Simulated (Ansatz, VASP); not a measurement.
## One calculation of Si2Ni, two programs

Contents of INCAR:

```
PREC = Accurate
ENCUT = 600
EDIFF = 1E-7
ISMEAR = 0
SIGMA = 0.1
LREAL = F
LASPH = T
NELM = 80
ALGO = Normal
ISIF = 3
LWAVE = F
LCHARG = F
GGA = PE
IBRION = 2
NSW = 100
EDIFFG = -0.01
```

The input KPOINTS:

```
regular mesh
0
Gamma
  14 14 14
```

The input POSCAR:

```
Si2Ni
1.0
    0.0000000000      2.7241162276      2.7241162276
    2.7241162276      0.0000000000      2.7241162276
    2.7241162276      2.7241162276      0.0000000000
Si Ni
2 1
Direct
    0.2500000000      0.2500000000      0.2500000000
    0.7500000000      0.7500000000      0.7500000000
    0.0000000000      0.0000000000      0.0000000000
```

Input for Ansatz:

```yaml
crystal:
  lattice:
    - [0.0, 2.7241162276, 2.7241162276]
    - [2.7241162276, 0.0, 2.7241162276]
    - [2.7241162276, 2.7241162276, 0.0]
  atoms:
    - { symbol: Si, position: [0.25, 0.25, 0.25] }
    - { symbol: Si, position: [0.75, 0.75, 0.75] }
    - { symbol: Ni, position: [0.0, 0.0, 0.0] }
basis:
  ecutwfc: 420
kpoints:
  mp_grid: { grid: [14, 14, 14] }
hamiltonian:
  xc: pbe
scf:
  occupations: { method: gaussian, width: 0.1 }
output:
  forces: true
  stress: true
  eigenvalues: true
  write_density: true
  write_potential: true
  elf: true
  volumetric_format: npy
relax:
  adjacent_minimum: "off"
  f_tol: 0.01
  max_steps: 80
  cell: { stress_tol: 0.05 }
```

Alike in both runs: task relaxation of cell and atoms; functional PBE; k mesh 14 × 14 × 14; occupations gaussian, width 0.1 eV; no spin polarisation.

|  | VASP | Ansatz |
| --- | --- | --- |
| version | VASP 6.6.1 | Ansatz 0.2.0 |
| potentials or method | VASP PAW PBE potentials, release 64 (Si, Ni), cutoff 600 eV | scalar-relativistic, plane waves, PAW |
| valence electrons in the cell | 18 | 26 |

|  | VASP | Ansatz | Ansatz less VASP |
| --- | --- | --- | --- |
| gap on the k mesh at the Fermi level, each at its own relaxed structure (eV) | none | none | - |
| relaxed volume (Å³/atom) | 13.46 | 13.47 | +0.010 |
| relaxed cell length with the largest relative difference (Å) | 3.851 | 3.852 | +0.0009 |

A gap of «none» marks a metal or a gap that the smearing closes. VASP's potentials hold 18 valence electrons a cell and Ansatz's 26, so a difference there can come from the potentials and not from the codes.
